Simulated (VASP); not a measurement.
# HfMoSe4 (F-43m) in VASP: further runs

Runs on HfMoSe4. Level: PBE. Tasks: single point.

Program: VASP 6.6.1. These are calculated values, not measurements. Logs are shortened: lines on timing, memory, paths and dates and some standing lists are left out, and cuts for length are marked.

## Step 1: The cell of the first run

It takes space group F-43m (No. 216, cubic). The conventional cell has a = 7.805 Å, b = 7.805 Å, c = 7.805 Å, α = 90.00°, β = 90.00°, γ = 90.00°. Hf (site symmetry -43m) has 12 Se at 3.24 Å and 4 Mo at 3.38 Å within 4.3 Å. Mo (site symmetry -43m) has 12 Se at 3.24 Å and 4 Hf at 3.38 Å within 4.3 Å. Within 3.6 Å of Se (site symmetry 3m) lie 6 Se at 2.76 Å and 3 Mo at 3.24 Å and 3 Hf at 3.24 Å.

The cell was built from a structure type or drawn by symmetry, and may not be a known phase.

## Step 2: Single point, PBE, collinear spin

Contents of INCAR:

```
PREC = Accurate
ENCUT = 520
EDIFF = 1E-6
ISMEAR = 0
SIGMA = 0.1
LREAL = False
LASPH = True
NELM = 150
ALGO = Normal
ISIF = 2
LWAVE = False
LCHARG = True
ISPIN = 2
MAGMOM = 0 1.29 0 0 0 0
LORBIT = 11
LMAXMIX = 4
GGA = PE
LELF = True
LVHAR = True
NBANDS = 37
```

Contents of KPOINTS:

```
regular mesh
0
Gamma
  8 8 8
```

Contents of POSCAR:

```
HfMoSe4
1.0
    0.0000000000      3.9024057130      3.9024057130
    3.9024057130      0.0000000000      3.9024057130
    3.9024057130      3.9024057130      0.0000000000
Hf Mo Se
1 1 4
Direct
    0.0000000000      0.0000000000      0.0000000000
    0.7500000000      0.7500000000      0.7500000000
    0.3751786066      0.3751786066      0.3751786066
    0.3751786066      0.8744641801      0.3751786066
    0.3751786066      0.3751786066      0.8744641801
    0.8744641801      0.3751786066      0.3751786066
```

Potentials or basis: VASP PAW PBE potentials, release 64 (Hf_pv, Mo_sv, Se).

On the command line:

```console
$ cat potpaw_PBE.64/Hf_pv/POTCAR potpaw_PBE.64/Mo_sv/POTCAR potpaw_PBE.64/Se/POTCAR > POTCAR
$ mpirun -np 1 vasp_std > vasp.out
```

OUTCAR:

```text
PREC = Accurate
   ENCUT = 520
   EDIFF = 1E-6
   ISMEAR = 0
   LREAL = False
   LASPH = True
   NELM = 150
   ISIF = 2
   ISPIN = 2
   LORBIT = 11
   GGA = PE

 ion  position               nearest neighbor table
   1  0.000  0.000  0.000-   4 3.24   5 3.24   6 3.24   3 3.24   3 3.24   3 3.24   4 3.24   5 3.24
                             6 3.24   5 3.24   4 3.24   6 3.24   2 3.38   2 3.38   2 3.38   2 3.38
   2  0.750  0.750  0.750-   1 3.38   1 3.38   1 3.38   1 3.38
   3  0.375  0.375  0.375-   4 2.76   5 2.76   6 2.76   5 2.76   4 2.76   6 2.76   1 3.24   1 3.24
                             1 3.24
   4  0.375  0.874  0.375-   3 2.76   5 2.76   6 2.76   5 2.76   3 2.76   6 2.76   1 3.24   1 3.24
                             1 3.24
   5  0.375  0.375  0.874-   3 2.76   4 2.76   6 2.76   3 2.76   4 2.76   6 2.76   1 3.24   1 3.24
                             1 3.24
   6  0.874  0.375  0.375-   3 2.76   4 2.76   5 2.76   3 2.76   5 2.76   4 2.76   1 3.24   1 3.24
                             1 3.24

  LATTYP: Found a face centered cubic cell.
 ALAT       =     7.8048114260

  Lattice vectors:

 A1 = (   0.0000000000,   3.9024057130,   3.9024057130)
 A2 = (   3.9024057130,   0.0000000000,   3.9024057130)
 A3 = (   3.9024057130,   3.9024057130,   0.0000000000)

Analysis of symmetry for initial positions (statically):
=====================================================================
 Subroutine PRICEL returns:
 Original cell was already a primitive cell.

 Routine SETGRP: Setting up the symmetry group for a
 face centered cubic supercell.

 Subroutine GETGRP returns: Found 24 space group operations
 (whereof 24 operations were pure point group operations)
 out of a pool of 48 trial point group operations.

The static configuration has the point symmetry T_d .

Analysis of symmetry for dynamics (positions and initial velocities):
=====================================================================
 Subroutine PRICEL returns:
 Original cell was already a primitive cell.

 Routine SETGRP: Setting up the symmetry group for a
 face centered cubic supercell.

 Subroutine GETGRP returns: Found 24 space group operations
 (whereof 24 operations were pure point group operations)
 out of a pool of 48 trial point group operations.

The dynamic configuration has the point symmetry T_d .

Analysis of structural, dynamic, and magnetic symmetry:
=====================================================================
 Subroutine PRICEL returns:
 Original cell was already a primitive cell.

 Routine SETGRP: Setting up the symmetry group for a
 face centered cubic supercell.

 Subroutine GETGRP returns: Found 24 space group operations
 (whereof 24 operations were pure point group operations)
 out of a pool of 48 trial point group operations.

The overall configuration has the point symmetry T_d .

 Subroutine INISYM returns: Found 24 space group operations
 (whereof 24 operations are pure point group operations),
 and found     1 'primitive' translations

----------------------------------------------------------------------------------------

                                     Primitive cell

  volume of cell :     118.8577

  direct lattice vectors                    reciprocal lattice vectors
     0.000000000  3.902405713  3.902405713    -0.128126094  0.128126094  0.128126094
     3.902405713  0.000000000  3.902405713     0.128126094 -0.128126094  0.128126094
     3.902405713  3.902405713  0.000000000     0.128126094  0.128126094 -0.128126094

  length of vectors
     5.518835085  5.518835085  5.518835085     0.221920904  0.221920904  0.221920904

  position of ions in fractional coordinates (direct lattice)
     0.000000000  0.000000000  0.000000000
     0.750000000  0.750000000  0.750000000
     0.375178607  0.375178607  0.375178607
     0.375178607  0.874464180  0.375178607
     0.375178607  0.375178607  0.874464180
     0.874464180  0.375178607  0.375178607

  ion indices of the primitive-cell ions
   primitive index   ion index
                 1           1
                 2           2
                 3           3
                 4           4
                 5           5
                 6           6

----------------------------------------------------------------------------------------

 KPOINTS: regular mesh

Automatic generation of k-mesh.
 Grid dimensions read from file:
 generate k-points for:    8    8    8

 Generating k-lattice:

  Cartesian coordinates                     Fractional coordinates (reciprocal lattice)
    -0.016015762  0.016015762  0.016015762     0.125000000  0.000000000  0.000000000
     0.016015762 -0.016015762  0.016015762     0.000000000  0.125000000  0.000000000
     0.016015762  0.016015762 -0.016015762     0.000000000  0.000000000  0.125000000

  Length of vectors
     0.027740113  0.027740113  0.027740113

  Shift w.r.t. Gamma in fractional coordinates (k-lattice)
     0.000000000  0.000000000  0.000000000

 Subroutine IBZKPT returns following result:
 ===========================================

 Found     29 irreducible k-points:

 Following reciprocal coordinates:
            Coordinates               Weight
  0.000000  0.000000  0.000000      1.000000
  0.125000  0.000000  0.000000      8.000000
  0.250000  0.000000  0.000000      8.000000
  0.375000  0.000000  0.000000      8.000000
  0.500000  0.000000  0.000000      4.000000
  0.125000  0.125000  0.000000      6.000000
[... 16 lines left out ...]
  0.500000  0.250000  0.125000     48.000000
 -0.375000  0.250000  0.125000     24.000000
 [... further k-points ...]
   k-points           NKPTS =     29   k-points in BZ     NKDIM =     29   number of bands    NBANDS=     37
   number of dos      NEDOS =    301   number of ions     NIONS =      6
   total plane-waves  NPLWV =  74088
   dimension x,y,z NGX =    42 NGY =   42 NGZ =   42
   dimension x,y,z NGXF=    84 NGYF=   84 NGZF=   84
   ions per type =               1   1   4
   NGX,Y,Z   is equivalent  to a cutoff of  12.65, 12.65, 12.65 a.u.
   NGXF,Y,Z  is equivalent  to a cutoff of  25.30, 25.30, 25.30 a.u.
 SYSTEM =  unknown system
   PREC   = accura    normal or accurate (medium, high low for compatibility)
   ISTART =      0    job   : 0-new  1-cont  2-samecut
   ICHARG =      2    charge: 1-file 2-atom 10-const
   ISPIN  =      2    spin polarized calculation?
   LNONCOLLINEAR =      F non collinear calculations
   LSORBIT =      F    spin-orbit coupling
   LASPH  =      T    aspherical Exc in radial PAW
   ENCUT  =  520.0 eV  38.22 Ry    6.18 a.u.  10.26 10.26 10.26*2*pi/ulx,y,z
   NELM   =    150;   NELMIN=  2; NELMDL= -5     # of ELM steps
   EDIFF  = 0.1E-05   stopping-criterion for ELM
   LREAL  =      F    real-space projection
   EDIFFG = 0.1E-04   stopping-criterion for IOM
   NSW    =      0    number of steps for IOM
   IBRION =     -1    ionic relax: 0-MD 1-quasi-New 2-CG
   NFREE  =      0    steps in history (QN), initial steepest desc. (CG)
   ISIF   =      2    stress and relaxation
   ISYM   =      2    0-nonsym 1-usesym 2-fastsym
   POTIM  = 0.5000    time-step for ionic-motion
   TEBEG  =    0.0;   TEEND  =   0.0 temperature during run
   PSTRESS=    0.0 pullay stress
   NELECT =      48.0000    total number of electrons
   NUPDOWN=      -1.0000    fix difference up-down
   EMIN   =  10.00;   EMAX   =-10.00  energy-range for DOS
   EFERMI =   0.00;   METHOD = LEGACY
   ISMEAR =     0;   SIGMA  =   0.10  broadening in eV -4-tet -1-fermi 0-gaus
   EFERMI_NEDOS =   21; number of points for ismear=-14 and -15
   IALGO  =     38    algorithm
   IMIX   =      4    mixing-type and parameters
     AMIX     =   0.40;   BMIX     =  1.00
     AMIX_MAG =   1.60;   BMIX_MAG =  1.00
  volume/ion in A,a.u.               =      19.81       133.68
  Fermi-wavevector in a.u.,A,eV,Ry     =   1.210076  2.286713 19.922809  1.464285
  Thomas-Fermi vector in A             =   2.345634
   LORBIT       =     11    0 simple, 1 ext, 2 COOP (PROOUT), +10 PAW based schemes
   GGA     = PE    functional components
   LHFCALC =     F    Hartree Fock is set to
   AEXX    =    0.0000 exact exchange contribution
   IVDW    =     0    specifies the selected vdW correction
   LEPSILON=     F    determine dielectric tensor
   LRPA    =     F    only Hartree local field effects (RPA)
 spin polarized calculation
 Gauss-broadening in eV      SIGMA  =   0.10
  energy-cutoff  :      520.00
  volume of cell :      118.86
 maximum number of plane-waves:      3250
 NGX is ok and might be reduce to    42
   NGX = 21   NGY = 21   NGZ = 21

 number of electron      48.0000003 magnetization       1.2967832

 Free energy of the ion-electron system (eV)
  ---------------------------------------------------
  ext. energy  EPLUGINS =         0.00000000
  ---------------------------------------------------
  free energy    TOTEN  =       -29.32334488 eV

  energy without entropy =      -29.28828301  energy(sigma->0) =      -29.30581395

 E-fermi :   7.2809     XC(G=0): -11.1217

 val. band max:        7.2803278445   @ k =  -0.3750   0.1250   0.0000
 cond. band min:       7.2936096325   @ k =  -0.1250   0.1250   0.0000
 fundamental gap:      0.0132817881
 Fermi energy:         7.2809392397

 spin component 1

 k-point     1 :       0.0000    0.0000    0.0000
  band No.  band energies     occupation
      1     -54.1000      1.00000
      2     -28.2175      1.00000
      3     -28.2175      1.00000
      4     -28.2175      1.00000
      5     -24.7147      1.00000
      6     -24.7147      1.00000
[... 28 lines left out ...]
     35      10.4967      0.00000
     36      10.4967      0.00000

 k-point     2 :       0.1250    0.0000    0.0000
  band No.  band energies     occupation
      1     -54.1000      1.00000
      2     -28.2176      1.00000
      3     -28.2175      1.00000
      4     -28.2175      1.00000
      5     -24.7150      1.00000
      6     -24.7147      1.00000
[... 28 lines left out ...]
     35      10.5019      0.00000
     36      10.7865      0.00000
[... 817 lines left out ...]
     35      10.8859      0.00000
     36      12.3093      0.00000

 k-point    24 :      -0.3750    0.2500    0.1250
  band No.  band energies     occupation
      1     -54.1000      1.00000
      2     -28.2183      1.00000
      3     -28.2179      1.00000
      4     -28.2176      1.00000
      5     -24.7164      1.00000
      6     -24.7153      1.00000
[... 28 lines left out ...]
     35      11.2030      0.00000
     36      11.9115      0.00000

 [... further k-points ...]

 spin component 2

 k-point     1 :       0.0000    0.0000    0.0000
  band No.  band energies     occupation
      1     -53.2295      1.00000
      2     -27.2539      1.00000
      3     -27.2539      1.00000
      4     -27.2539      1.00000
      5     -24.7968      1.00000
      6     -24.7968      1.00000
[... 28 lines left out ...]
     35      10.5407      0.00000
     36      10.5407      0.00000

 k-point     2 :       0.1250    0.0000    0.0000
  band No.  band energies     occupation
      1     -53.2295      1.00000
      2     -27.2540      1.00000
      3     -27.2539      1.00000
      4     -27.2539      1.00000
      5     -24.7972      1.00000
      6     -24.7968      1.00000
[... 28 lines left out ...]
     35      10.5876      0.00000
     36      10.8405      0.00000
[... 817 lines left out ...]
     35      11.0170      0.00000
     36      12.4305      0.00000

 k-point    24 :      -0.3750    0.2500    0.1250
  band No.  band energies     occupation
      1     -53.2295      1.00000
      2     -27.2549      1.00000
      3     -27.2544      1.00000
      4     -27.2538      1.00000
      5     -24.7986      1.00000
      6     -24.7973      1.00000
[... 28 lines left out ...]
     35      11.3304      0.00000
     36      12.1117      0.00000

 [... further k-points ...]

 [bands above 36 left out]

------------------------ aborting loop because EDIFF is reached ----------------------------------------

  FORCE on cell =-STRESS in cart. coord.  units (eV):
  Direction    XX          YY          ZZ          XY          YZ          ZX
  --------------------------------------------------------------------------------------
  -------------------------------------------------------------------------------------
  Total       -0.1057548     -0.1057548     -0.1057548     -0.0000000     -0.0000000      0.0000000
  in kB       -1.4255535     -1.4255535     -1.4255535     -0.0000000     -0.0000000      0.0000000
  external PRESSURE =      -1.4255535 kB  Pullay stress =       0.0000000 kB

 VOLUME and BASIS-vectors are now :
 -----------------------------------------------------------------------------
  energy-cutoff  :      520.00
  volume of cell :      118.86
      direct lattice vectors                 reciprocal lattice vectors
     0.000000000  3.902405713  3.902405713    -0.128126094  0.128126094  0.128126094
     3.902405713  0.000000000  3.902405713     0.128126094 -0.128126094  0.128126094
     3.902405713  3.902405713  0.000000000     0.128126094  0.128126094 -0.128126094

 POSITION                                       TOTAL-FORCE (eV/Angst)
 -----------------------------------------------------------------------------------
      0.00000      0.00000      0.00000        -0.000000     -0.000000     -0.000000
      5.85361      5.85361      5.85361        -0.000000     -0.000000     -0.000000
      2.92820      2.92820      2.92820         0.000645      0.000645      0.000645
      4.87661      2.92820      4.87661        -0.000645      0.000645     -0.000645
      4.87661      4.87661      2.92820        -0.000645     -0.000645      0.000645
      2.92820      4.87661      4.87661         0.000645     -0.000645     -0.000645
 -----------------------------------------------------------------------------------
    total drift:                                0.000000      0.000000      0.000000

  FREE ENERGIE OF THE ION-ELECTRON SYSTEM (eV)
  ---------------------------------------------------
  free  energy   TOTEN  =       -29.3233448822 eV

  energy  without entropy=      -29.2882830089  energy(sigma->0) =      -29.30581395

 total charge

# of ion       s       p       d       tot
------------------------------------------
    1        0.311   6.178   1.353   7.842
    2        2.214   6.024   3.844  12.083
    3        1.548   2.087   0.099   3.734
    4        1.548   2.087   0.099   3.734
    5        1.548   2.087   0.099   3.734
    6        1.548   2.087   0.099   3.734
--------------------------------------------------
tot          8.717  20.552   5.592  34.860

 magnetization (x)

# of ion       s       p       d       tot
------------------------------------------
    1       -0.017  -0.006  -0.123  -0.146
    2        0.025   0.007   1.304   1.336
    3        0.002  -0.011   0.001  -0.008
    4        0.002  -0.011   0.001  -0.008
    5        0.002  -0.011   0.001  -0.008
    6        0.002  -0.011   0.001  -0.008
--------------------------------------------------
tot          0.018  -0.043   1.184   1.158
```

Wall time 4.4 min (1 thread of Intel Xeon 6975P-C (Granite Rapids), shared host); peak memory 0.44 GiB.

Results:

* Free energy: -29.3233 eV
* Pressure: -0.1 GPa
* Net moment: 1.30 μB per cell
* Site moments: Hf -0.15; Mo +1.34; Se -0.01 μB
* Valence electrons inside the program's atomic spheres: Hf 7.84; Mo 12.08; Se 3.73

Caveat: spin-orbit coupling is left out, which moves the levels of the heavy elements.

(Part 1 of 2 ends here.)
